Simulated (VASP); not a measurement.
# Be16H (a cell with a defect) in VASP: single point with PBE

Aim: the single point of Be16H (a cell with a defect) with PBE.

All numbers are computed with VASP 6.6.1; they aren't measurements. Logs are shortened: lines on timing, memory, paths and dates and some standing lists are left out, and cuts for length are marked.

**1. The cell of the first run**

The cell holds a defect, 17 atoms: a = 4.580 Å, b = 3.966 Å, c = 7.177 Å, α = 90.00°, β = 90.00°, γ = 90.00°.

**2. Single point, PBE**

INCAR

```
SYSTEM = Be16H
ALGO = Normal
EDIFF = 1E-7
ENCUT = 520
GGA = PE
ISIF = 2
ISMEAR = -1
LASPH = .True.
LCHARG = .False.
LREAL = Auto
LWAVE = .False.
NBANDS = 30
NELM = 100
PREC = Accurate
SIGMA = 0.15
```

KPOINTS

```
k-points
0
Gamma
  5 5 3
  0 0 0
```

POSCAR

```
Be16H
1.0
   -2.2900000000     -3.9663960000      0.0000000000
    3.4350000000     -1.9831980000      0.0000000000
    0.0000000000      0.0000000000      7.1768600000
Be H
16 1
Direct
    0.7496994287      0.5098150486     -0.0045397291
    0.4877739828      0.3396394237      0.2540616649
    0.7496906479      0.5017189472      0.5046559359
    0.4993500482      0.3337780525      0.7503477844
    0.4939675212     -0.0063215070     -0.0051631215
    0.2496246561      0.8315739338      0.2492839487
    0.4980950045     -0.0023139563      0.5024565060
    0.2496864566      0.8280064005      0.7466446329
    0.2496681098      0.4968815055     -0.0016805400
    0.0115485803      0.3393613534      0.2540301748
    0.2496637894      0.4976928902      0.5013015441
    0.0000086954      0.3337682423      0.7503367768
    0.0054433437     -0.0063364609     -0.0051875054
    0.7497785366      0.8208284858      0.2539486628
    0.0012813895     -0.0023247796      0.5024551127
    0.7496808422      0.8375179414      0.7485577258
    0.7494627908      0.1706651502      0.1876326137
```

Potentials or basis: VASP PAW PBE potentials, release 64 (Be, H).

Started as:

```sh
cat potpaw_PBE.64/Be/POTCAR potpaw_PBE.64/H/POTCAR > POTCAR
mpirun -np 1 vasp_std > vasp.out
```

OUTCAR:

```text
SYSTEM = Be16H
   EDIFF = 1E-7
   ENCUT = 520
   GGA = PE
   ISIF = 2
   ISMEAR = -1
   LASPH = .True.
   LREAL = Auto
   NELM = 100
   PREC = Accurate

 ion  position               nearest neighbor table
   1  0.750  0.510  0.995-  16 2.20  12 2.21   4 2.21  14 2.23  13 2.25   5 2.25   9 2.29   9 2.29
                            10 2.31   2 2.31   5 2.36  13 2.36
   2  0.488  0.340  0.254-  17 1.45  11 2.18  10 2.18   9 2.22   6 2.24   7 2.24  14 2.25   3 2.26
                             6 2.29   1 2.31   5 2.31  14 2.38
   3  0.750  0.502  0.505-  16 2.20  14 2.20  12 2.21   4 2.21   2 2.26  10 2.26  15 2.28   7 2.28
                            11 2.29  11 2.29   7 2.31  15 2.31
   4  0.499  0.334  0.750-   3 2.21   9 2.21   1 2.21   5 2.21  11 2.22   7 2.22   8 2.27  16 2.28
                            12 2.29  12 2.29  16 2.30   8 2.31
   5  0.494  0.994  0.995-   8 2.20  16 2.21   4 2.21   6 2.24  13 2.24   1 2.25   9 2.27   9 2.29
                            14 2.30   2 2.31  13 2.34   1 2.36
   6  0.250  0.832  0.249-   2 2.24  13 2.24   5 2.24  10 2.24   9 2.24  11 2.24  15 2.24   7 2.24
                            14 2.29  10 2.29  14 2.29   2 2.29
   7  0.498  0.998  0.502-   8 2.20  16 2.20   4 2.22  14 2.24   2 2.24   6 2.24  15 2.28   3 2.28
                            11 2.29  11 2.29  15 2.30   3 2.31
   8  0.250  0.828  0.747-  11 2.19  15 2.20   7 2.20  13 2.20   5 2.20   9 2.23   4 2.27  12 2.27
                            16 2.29  16 2.29  12 2.31   4 2.31
   9  0.250  0.497  0.998-   4 2.21  12 2.21   2 2.22  10 2.22   8 2.23   6 2.24  13 2.27   5 2.27
                            13 2.29   5 2.29   1 2.29   1 2.29
  10  0.012  0.339  0.254-  17 1.45  11 2.18   2 2.18   9 2.22   6 2.24  15 2.24  14 2.25   3 2.26
                             6 2.29   1 2.31  13 2.31  14 2.38
  11  0.250  0.498  0.501-   2 2.18  10 2.18   8 2.19  12 2.22   4 2.22   6 2.24  15 2.29  15 2.29
                             7 2.29   7 2.29   3 2.29   3 2.29
  12  0.000  0.334  0.750-   3 2.21   9 2.21   1 2.21  13 2.21  11 2.22  15 2.22   8 2.27  16 2.28
                             4 2.29   4 2.29  16 2.30   8 2.31
  13  0.005  0.994  0.995-   8 2.20  16 2.21  12 2.21   6 2.24   5 2.24   1 2.25   9 2.27   9 2.29
                            14 2.30  10 2.31   5 2.34   1 2.36
  14  0.750  0.821  0.254-  17 1.47   3 2.20   1 2.23  15 2.24   7 2.24   2 2.25  10 2.25   6 2.29
                             6 2.29  13 2.30   5 2.30  10 2.38   2 2.38
  15  0.001  0.998  0.502-   8 2.20  16 2.20  12 2.22  14 2.24  10 2.24   6 2.24   7 2.28   3 2.28
                            11 2.29  11 2.29   7 2.30   3 2.31
  16  0.750  0.838  0.749-   1 2.20   3 2.20   7 2.20  15 2.20  13 2.21   5 2.21  12 2.28   4 2.28
                             8 2.29   8 2.29   4 2.30  12 2.30
  17  0.749  0.171  0.188-   2 1.45  10 1.45  14 1.47

  LATTYP: Found a simple orthorhombic cell.
 ALAT       =     3.9663962620
 B/A-ratio  =     1.1547004875
 C/A-ratio  =     1.8094157835

  Lattice vectors:

 A1 = (  -3.4350000000,   1.9831980000,   0.0000000000)
 A2 = (  -2.2900000000,  -3.9663960000,   0.0000000000)
 A3 = (   0.0000000000,   0.0000000000,   7.1768600000)

Analysis of symmetry for initial positions (statically):
[... 174 lines left out ...]
     AMIX     =   0.40;   BMIX     =  1.00
     AMIX_MAG =   1.60;   BMIX_MAG =  1.00
  volume/ion in A,a.u.               =       7.67        51.75
  Fermi-wavevector in a.u.,A,eV,Ry     =   1.035573  1.956950 14.591049  1.072412
  Thomas-Fermi vector in A             =   2.169923
   LORBIT       =      0    0 simple, 1 ext, 2 COOP (PROOUT), +10 PAW based schemes
   GGA     = PE    functional components
   LHFCALC =     F    Hartree Fock is set to
   AEXX    =    0.0000 exact exchange contribution
   IVDW    =     0    specifies the selected vdW correction
   LEPSILON=     F    determine dielectric tensor
   LRPA    =     F    only Hartree local field effects (RPA)
 non-spin polarized calculation
  energy-cutoff  :      520.00
  volume of cell :      130.38
 maximum number of plane-waves:      3529
 NGX is ok and might be reduce to    36
   NGX = 17   NGY = 15   NGZ = 27

 number of electron      33.0000001 magnetization

 Free energy of the ion-electron system (eV)
  ---------------------------------------------------
  ext. energy  EPLUGINS =         0.00000000
  ---------------------------------------------------
  free energy    TOTEN  =       -61.58672150 eV

  energy without entropy =      -61.43670142  energy(sigma->0) =      -61.51171146

 E-fermi :   7.2499     XC(G=0): -10.5825

 val. band max:        7.1727611418   @ k =   0.2000   0.0000   0.0000
 cond. band min:       7.2549096300   @ k =   0.4000   0.2000   0.3333
 fundamental gap:      0.0821484882
 Fermi energy:         7.2499451916

 k-point     1 :       0.0000    0.0000    0.0000
  band No.  band energies     occupation
      1      -5.0798      2.00000
      2      -2.9683      2.00000
      3      -2.1872      2.00000
      4      -0.2453      2.00000
      5       0.9683      2.00000
      6       1.5237      2.00000
[... 733 lines left out ...]
     27      12.0344      0.00000
     28      12.5229      0.00000

 [... further k-points ...]

 [bands above 28 left out]

------------------------ aborting loop because EDIFF is reached ----------------------------------------

  FORCE on cell =-STRESS in cart. coord.  units (eV):
  Direction    XX          YY          ZZ          XY          YZ          ZX
  --------------------------------------------------------------------------------------
  -------------------------------------------------------------------------------------
  Total        0.3986663      1.2314500      0.6201572      0.7270602     -0.0437740      0.0794138
  in kB        4.8991878     15.1332196      7.6210775      8.9348015     -0.5379366      0.9759118
  external PRESSURE =       9.2178283 kB  Pullay stress =       0.0000000 kB

 VOLUME and BASIS-vectors are now :
 -----------------------------------------------------------------------------
  energy-cutoff  :      520.00
  volume of cell :      130.38
      direct lattice vectors                 reciprocal lattice vectors
    -2.290000000 -3.966396000  0.000000000    -0.109170306 -0.189088533  0.000000000
     3.435000000 -1.983198000  0.000000000     0.218340611 -0.126059022  0.000000000
     0.000000000  0.000000000  7.176860000     0.000000000  0.000000000  0.139336702

 POSITION                                       TOTAL-FORCE (eV/Angst)
 -----------------------------------------------------------------------------------
      0.03440     -3.98467      7.14428         0.008338     -0.004886      0.072339
      0.04966     -2.60828      1.82337        -0.019767     -0.004196      0.106017
      0.00661     -3.96858      3.62185        -0.039494      0.022993      0.031189
      0.00302     -2.64257      5.38514        -0.000663      0.002499      0.053304
      2.28210     -3.92993      7.13980        -0.004810      0.031269      0.049186
      2.28482     -2.63929      1.78908        -0.011828      0.006303      0.037927
[... 9 lines left out ...]
      1.16011     -4.63450      5.37229         0.003250     -0.001806      0.028394
     -1.13003     -3.31113      1.34661         0.038032     -0.023744     -0.822161
 -----------------------------------------------------------------------------------
    total drift:                               -0.000195      0.000251     -0.001108

  FREE ENERGIE OF THE ION-ELECTRON SYSTEM (eV)
  ---------------------------------------------------
  free  energy   TOTEN  =       -61.5867214971 eV

  energy  without entropy=      -61.4367014232  energy(sigma->0) =      -61.51171146
```

stdout:

```text
POSCAR found type information on POSCAR BeH
 POSCAR found :  2 types and      17 ions
 scaLAPACK will be used
 LDA part: xc-table for (Slater+PW92), standard interpolation
 POSCAR, INCAR and KPOINTS ok, starting setup
 FFT: planning ... GRIDC
 FFT: planning ... GRID_SOFT
 FFT: planning ... GRID
 WAVECAR not read
 entering main loop
```

It took 4.6 min on 1 thread of Intel Xeon Platinum 8488C (Sapphire Rapids), shared host; peak memory 0.27 GiB.

What came out:

```yaml
Free_energy: -61.5867 eV
Pressure: 0.9 GPa
Largest_force: 0.823 eV/Å
```

Forces on the atoms (eV/Å):
```
Be   0.008 -0.005  0.072
Be  -0.020 -0.004  0.106
Be  -0.039  0.023  0.031
Be  -0.001  0.002  0.053
Be  -0.005  0.031  0.049
Be  -0.012  0.006  0.038
Be   0.003 -0.020  0.012
Be   0.002 -0.001  0.008
Be   0.006 -0.004  0.051
Be  -0.005  0.019  0.106
Be   0.012 -0.007  0.049
Be  -0.003 -0.001  0.053
Be  -0.030 -0.012  0.049
Be   0.022 -0.012  0.104
Be   0.019  0.007  0.012
Be   0.003 -0.002  0.028
H    0.038 -0.024 -0.822
```
